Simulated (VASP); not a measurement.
# CoSi2 (C2/m) in VASP: single point with PBE

Aim: the single point of CoSi2 with PBE.

Program: VASP 6.6.1. These are calculated values, not measurements. Logs are shortened: lines on timing, memory, paths and dates and some standing lists are left out, and cuts for length are marked.

### Step 1. The cell of the first run

The typed cell holds 3 atoms: a = 3.868 Å, b = 3.868 Å, c = 3.783 Å, α = 59.21°, β = 120.79°, γ = 120.00°.

### Step 2. Single point, PBE

Input file INCAR:

```
SYSTEM = CoSi2
PREC = Accurate
ENCUT = 600
EDIFF = 1E-6
ISMEAR = 0
SIGMA = 0.1
LREAL = .False.
LASPH = .True.
NELM = 120
ALGO = Normal
ISIF = 2
LWAVE = .False.
LCHARG = .False.
GGA = PE
NBANDS = 16
GGA_COMPAT = .False.
```

Input file KPOINTS:

```
Automatic mesh
0
Gamma
  9 9 11
  0 0 0
```

Input file POSCAR:

```
CoSi2
1.0
    3.8677057048      0.0000002135     -0.0016913255
   -1.9338526675      3.3495315015      0.0016913255
   -1.9351734531      1.1172729141      3.0529976835
Co Si
1 2
Direct
    0.0000000000      0.0000000000      0.0000000000
    0.2530642673      0.7469357327      0.7596323822
    0.7469357327      0.2530642673      0.2403676178
```

Potentials or basis: VASP PAW PBE potentials, release 64 (Co, Si).

On the command line:

```sh
$ cat potpaw_PBE.64/Co/POTCAR potpaw_PBE.64/Si/POTCAR > POTCAR
$ mpirun -np 1 vasp_std > vasp.out
```

OUTCAR:

```text
SYSTEM = CoSi2
   PREC = Accurate
   ENCUT = 600
   EDIFF = 1E-6
   ISMEAR = 0
   LREAL = .False.
   LASPH = .True.
   NELM = 120
   ISIF = 2
   GGA = PE

 ion  position               nearest neighbor table
   1  0.000  0.000  0.000-   2 2.32   3 2.32   3 2.35   2 2.35   3 2.35   2 2.35   3 2.35   2 2.35

   2  0.253  0.747  0.760-   1 2.32   1 2.35   1 2.35   1 2.35   3 2.67   3 2.67   3 2.67   3 2.74
                             3 2.74   3 2.74
   3  0.747  0.253  0.240-   1 2.32   1 2.35   1 2.35   1 2.35   2 2.67   2 2.67   2 2.67   2 2.74
                             2 2.74   2 2.74

  LATTYP: Found a base centered monoclinic cell.
 ALAT       =     6.4972803744
 B/A-ratio  =     0.5952807716
 C/A-ratio  =     0.5823026216
 COS(beta)  =    -0.5552215177

  Lattice vectors:

 A1 = (   0.0013207856,   2.2322585874,  -3.0513063580)
 A2 = (  -1.9325322517,  -1.1172731276,  -3.0513063580)
 A3 = (  -1.9351734531,   1.1172729141,   3.0529976835)

Analysis of symmetry for initial positions (statically):
=====================================================================
 Subroutine PRICEL returns:
 Original cell was already a primitive cell.

 Routine SETGRP: Setting up the symmetry group for a
 base centered monoclinic supercell.

 Subroutine GETGRP returns: Found  4 space group operations
 (whereof  4 operations were pure point group operations)
 out of a pool of  4 trial point group operations.

The static configuration has the point symmetry C_2h.

Analysis of symmetry for dynamics (positions and initial velocities):
=====================================================================
 Subroutine PRICEL returns:
 Original cell was already a primitive cell.

 Routine SETGRP: Setting up the symmetry group for a
 base centered monoclinic supercell.

 Subroutine GETGRP returns: Found  4 space group operations
 (whereof  4 operations were pure point group operations)
 out of a pool of  4 trial point group operations.

The dynamic configuration has the point symmetry C_2h.

 Subroutine INISYM returns: Found  4 space group operations
 (whereof  4 operations are pure point group operations),
 and found     1 'primitive' translations

----------------------------------------------------------------------------------------

                                     Primitive cell

  volume of cell :      39.5370

  direct lattice vectors                    reciprocal lattice vectors
     3.867705705  0.000000213 -0.001691325     0.258598999  0.149246994  0.109297264
    -1.933852668  3.349531502  0.001691325    -0.000047812  0.298576800 -0.109297264
    -1.935173453  1.117272914  3.052997684     0.000143287 -0.000082727  0.327668023

  length of vectors
     3.867706075  3.867706075  3.783383395     0.317952826  0.317952826  0.327668065

  position of ions in fractional coordinates (direct lattice)
     0.000000000  0.000000000  0.000000000
     0.253064267  0.746935733  0.759632382
     0.746935733  0.253064267  0.240367618

  ion indices of the primitive-cell ions
   primitive index   ion index
                 1           1
                 2           2
                 3           3

----------------------------------------------------------------------------------------

 KPOINTS: Automatic mesh

Automatic generation of k-mesh.
 Grid dimensions read from file:
 generate k-points for:    9    9   11

 Generating k-lattice:

  Cartesian coordinates                     Fractional coordinates (reciprocal lattice)
     0.028733222  0.016582999  0.012144140     0.111111111  0.000000000  0.000000000
    -0.000005312  0.033175200 -0.012144140     0.000000000  0.111111111 -0.000000000
     0.000013026 -0.000007521  0.029788002     0.000000000  0.000000000  0.090909091

  Length of vectors
     0.035328092  0.035328092  0.029788006

  Shift w.r.t. Gamma in fractional coordinates (k-lattice)
     0.000000000  0.000000000  0.000000000

 Subroutine IBZKPT returns following result:
 ===========================================

 Found    250 irreducible k-points:

 Following reciprocal coordinates:
            Coordinates               Weight
  0.000000  0.000000  0.000000      1.000000
  0.111111  0.000000  0.000000      4.000000
  0.222222  0.000000 -0.000000      4.000000
  0.333333  0.000000  0.000000      4.000000
  0.444444  0.000000 -0.000000      4.000000
  0.111111  0.111111  0.000000      2.000000
[... 16 lines left out ...]
 -0.333333  0.333333 -0.000000      2.000000
  0.444444  0.444444  0.000000      2.000000
 [... further k-points ...]
   k-points           NKPTS =    250   k-points in BZ     NKDIM =    250   number of bands    NBANDS=     16
   number of dos      NEDOS =    301   number of ions     NIONS =      3
   total plane-waves  NPLWV =  30720
   dimension x,y,z NGX =    32 NGY =   32 NGZ =   30
   dimension x,y,z NGXF=    64 NGYF=   64 NGZF=   60
   ions per type =               1   2
   NGX,Y,Z   is equivalent  to a cutoff of  13.75, 13.75, 13.18 a.u.
   NGXF,Y,Z  is equivalent  to a cutoff of  27.51, 27.51, 26.36 a.u.
 SYSTEM =  CoSi2
   PREC   = accura    normal or accurate (medium, high low for compatibility)
   ISTART =      0    job   : 0-new  1-cont  2-samecut
   ICHARG =      2    charge: 1-file 2-atom 10-const
   ISPIN  =      1    spin polarized calculation?
   LNONCOLLINEAR =      F non collinear calculations
   LSORBIT =      F    spin-orbit coupling
   LASPH  =      T    aspherical Exc in radial PAW
   ENCUT  =  600.0 eV  44.10 Ry    6.64 a.u.   7.72  7.72  7.56*2*pi/ulx,y,z
   NELM   =    120;   NELMIN=  2; NELMDL= -5     # of ELM steps
   EDIFF  = 0.1E-05   stopping-criterion for ELM
   LREAL  =      F    real-space projection
   EDIFFG = 0.1E-04   stopping-criterion for IOM
   NSW    =      0    number of steps for IOM
   IBRION =     -1    ionic relax: 0-MD 1-quasi-New 2-CG
   NFREE  =      0    steps in history (QN), initial steepest desc. (CG)
   ISIF   =      2    stress and relaxation
   ISYM   =      2    0-nonsym 1-usesym 2-fastsym
   POTIM  = 0.5000    time-step for ionic-motion
   TEBEG  =    0.0;   TEEND  =   0.0 temperature during run
   PSTRESS=    0.0 pullay stress
   NELECT =      17.0000    total number of electrons
   NUPDOWN=      -1.0000    fix difference up-down
   EMIN   =  10.00;   EMAX   =-10.00  energy-range for DOS
   EFERMI =   0.00;   METHOD = LEGACY
   ISMEAR =     0;   SIGMA  =   0.10  broadening in eV -4-tet -1-fermi 0-gaus
   EFERMI_NEDOS =   21; number of points for ismear=-14 and -15
   IALGO  =     38    algorithm
   IMIX   =      4    mixing-type and parameters
     AMIX     =   0.40;   BMIX     =  1.00
     AMIX_MAG =   1.60;   BMIX_MAG =  1.00
  volume/ion in A,a.u.               =      13.18        88.94
  Fermi-wavevector in a.u.,A,eV,Ry     =   1.235634  2.335010 20.773271  1.526792
  Thomas-Fermi vector in A             =   2.370276
   LORBIT       =      0    0 simple, 1 ext, 2 COOP (PROOUT), +10 PAW based schemes
   GGA     = PE    functional components
   LHFCALC =     F    Hartree Fock is set to
   AEXX    =    0.0000 exact exchange contribution
   IVDW    =     0    specifies the selected vdW correction
   LEPSILON=     F    determine dielectric tensor
   LRPA    =     F    only Hartree local field effects (RPA)
 non-spin polarized calculation
 Gauss-broadening in eV      SIGMA  =   0.10
  energy-cutoff  :      600.00
  volume of cell :       39.54
 maximum number of plane-waves:      1343
   NGX = 15   NGY = 15   NGZ = 15

 number of electron      17.0000000 magnetization

 Free energy of the ion-electron system (eV)
  ---------------------------------------------------
  ext. energy  EPLUGINS =         0.00000000
  ---------------------------------------------------
  free energy    TOTEN  =       -19.26230526 eV

  energy without entropy =      -19.25587026  energy(sigma->0) =      -19.25908776

 E-fermi :   9.6935     XC(G=0): -11.6151

 val. band max:        9.6872721868   @ k =  -0.2222   0.2222   0.0000
 cond. band min:       9.6957674091   @ k =  -0.4444  -0.0000   0.0909
 fundamental gap:      0.0084952223
 Fermi energy:         9.6934691832

 k-point     1 :       0.0000    0.0000    0.0000
  band No.  band energies     occupation
      1      -3.1949      2.00000
      2       5.7011      2.00000
      3       5.7065      2.00000
      4       5.8853      2.00000
      5       7.8992      2.00000
      6       7.9024      2.00000
[... 8 lines left out ...]
     15      15.3770      0.00000
     16      15.4029      0.00000

 k-point     2 :       0.1111    0.0000    0.0000
  band No.  band energies     occupation
      1      -3.0142      2.00000
      2       5.2429      2.00000
      3       5.7718      2.00000
      4       5.9293      2.00000
      5       7.8472      2.00000
      6       7.8546      2.00000
[... 8 lines left out ...]
     15      14.9259      0.00000
     16      15.1527      0.00000

 k-point     3 :       0.2222    0.0000   -0.0000
  band No.  band energies     occupation
      1      -2.4779      2.00000
      2       4.0784      2.00000
      3       5.9539      2.00000
      4       6.0756      2.00000
      5       7.7537      2.00000
      6       7.7888      2.00000
[... 8 lines left out ...]
     15      16.0781      0.00000
     16      16.7163      0.00000

 k-point     4 :       0.3333    0.0000    0.0000
  band No.  band energies     occupation
      1      -1.6051      2.00000
      2       2.5853      2.00000
      3       6.1602      2.00000
      4       6.2218      2.00000
      5       7.7848      2.00000
      6       7.8555      2.00000
[... 8 lines left out ...]
     15      17.6346      0.00000
     16      18.4619      0.00000

 k-point     5 :       0.4444    0.0000   -0.0000
  band No.  band energies     occupation
      1      -0.4460      2.00000
      2       1.0514      2.00000
      3       6.2758      2.00000
      4       6.2875      2.00000
      5       7.6594      2.00000
      6       8.0348      2.00000
[... 8 lines left out ...]
     15      19.3463      0.00000
     16      20.3669      0.00000

 k-point     6 :       0.1111    0.1111    0.0000
  band No.  band energies     occupation
      1      -2.7186      2.00000
      2       4.6969      2.00000
      3       5.6940      2.00000
      4       6.0760      2.00000
      5       7.6529      2.00000
      6       7.9092      2.00000
[... 8 lines left out ...]
     15      15.7672      0.00000
     16      16.4831      0.00000

 k-point     7 :       0.2222    0.1111    0.0000
  band No.  band energies     occupation
      1      -2.0734      2.00000
      2       3.6049      2.00000
      3       5.6560      2.00000
      4       6.3136      2.00000
      5       7.4725      2.00000
      6       7.9590      2.00000
[... 8 lines left out ...]
     15      16.5260      0.00000
     16      18.4331      0.00000

 k-point     8 :       0.3333    0.1111   -0.0000
  band No.  band energies     occupation
      1      -1.1043      2.00000
      2       2.1700      2.00000
      3       5.7340      2.00000
      4       6.4430      2.00000
      5       7.5138      2.00000
      6       7.6731      2.00000
[... 8 lines left out ...]
     15      18.1038      0.00000
     16      20.0833      0.00000

 k-point     9 :       0.4444    0.1111   -0.0000
  band No.  band energies     occupation
      1       0.0913      2.00000
      2       0.7414      2.00000
      3       5.9133      2.00000
      4       6.3662      2.00000
      5       7.1865      2.00000
      6       7.9567      2.00000
[... 8 lines left out ...]
     15      19.0965      0.00000
     16      20.1239      0.00000
[... 172 lines left out ...]
 k-point    19 :      -0.2222    0.2222    0.0000
  band No.  band energies     occupation
      1      -2.2262      2.00000
      2       4.4801      2.00000
      3       5.7361      2.00000
      4       5.9080      2.00000
      5       6.8497      2.00000
      6       8.1148      2.00000
[... 8 lines left out ...]
     15      17.6946      0.00000
     16      18.0957      0.00000

 k-point    20 :       0.3333    0.3333    0.0000
  band No.  band energies     occupation
      1       0.7980      2.00000
      2       1.5967      2.00000
      3       3.6922      2.00000
      4       6.2347      2.00000
      5       6.6710      2.00000
      6       7.3634      2.00000
[... 8 lines left out ...]
     15      18.7431      0.00000
     16      19.1371      0.00000

 k-point    21 :       0.4444    0.3333   -0.0000
  band No.  band energies     occupation
      1       0.7642      2.00000
      2       2.0334      2.00000
      3       3.5900      2.00000
      4       5.9308      2.00000
      5       6.4277      2.00000
      6       7.7217      2.00000
[... 8 lines left out ...]
     15      20.0495      0.00000
     16      20.5547      0.00000

 k-point    22 :      -0.4444    0.3333    0.0000
  band No.  band energies     occupation
      1      -0.2413      2.00000
      2       3.1475      2.00000
      3       4.2026      2.00000
      4       5.8724      2.00000
      5       6.2115      2.00000
      6       7.8983      2.00000
[... 8 lines left out ...]
     15      19.8087      0.00000
     16      22.0491      0.00000

 k-point    23 :      -0.3333    0.3333   -0.0000
  band No.  band energies     occupation
      1      -1.0599      2.00000
      2       3.7762      2.00000
      3       5.1374      2.00000
      4       5.8220      2.00000
      5       6.0665      2.00000
      6       8.2939      2.00000
[... 8 lines left out ...]
     15      18.1383      0.00000
     16      20.7948      0.00000

 k-point    24 :       0.4444    0.4444    0.0000
  band No.  band energies     occupation
      1       0.8600      2.00000
      2       2.8028      2.00000
      3       2.9660      2.00000
      4       5.8464      2.00000
      5       6.3619      2.00000
      6       7.7540      2.00000
[... 8 lines left out ...]
     15      20.4442      0.00000
     16      21.1555      0.00000

 [... further k-points ...]
[... 5 lines left out ...]
  --------------------------------------------------------------------------------------
  -------------------------------------------------------------------------------------
  Total       -1.6861387     -1.6986194     -0.0569945     -0.0108086     -0.0010230      0.0017719
  in kB      -68.3282718    -68.8340325     -2.3096173     -0.4380016     -0.0414573      0.0718046
  external PRESSURE =     -46.4906405 kB  Pullay stress =       0.0000000 kB

 VOLUME and BASIS-vectors are now :
 -----------------------------------------------------------------------------
  energy-cutoff  :      600.00
  volume of cell :       39.54
      direct lattice vectors                 reciprocal lattice vectors
     3.867705705  0.000000213 -0.001691325     0.258598999  0.149246994  0.109297264
    -1.933852668  3.349531502  0.001691325    -0.000047812  0.298576800 -0.109297264
    -1.935173453  1.117272914  3.052997684     0.000143287 -0.000082727  0.327668023

 POSITION                                       TOTAL-FORCE (eV/Angst)
 -----------------------------------------------------------------------------------
      0.00000      0.00000      0.00000         0.000000     -0.000000      0.000000
     -1.93571      3.35060      2.31999        -0.000467      0.000270      0.000230
      1.93439      1.11620      0.73301         0.000467     -0.000270     -0.000230
 -----------------------------------------------------------------------------------
    total drift:                                0.000000      0.000000      0.000000

  FREE ENERGIE OF THE ION-ELECTRON SYSTEM (eV)
  ---------------------------------------------------
  free  energy   TOTEN  =       -19.2623052580 eV

  energy  without entropy=      -19.2558702621  energy(sigma->0) =      -19.25908776
```

Wall time 86 s (1 thread of Intel Xeon Platinum 8488C (Sapphire Rapids), shared host); peak memory 0.32 GiB.

What came out:

- Free energy: -19.2623 eV
- Pressure: -4.6 GPa
- Band gap on the k mesh: zero (an odd number of electrons rules out a gap without spin polarisation)

Caveat: the cell stands under tension; the run has no spin polarisation, though such a crystal can be magnetic.
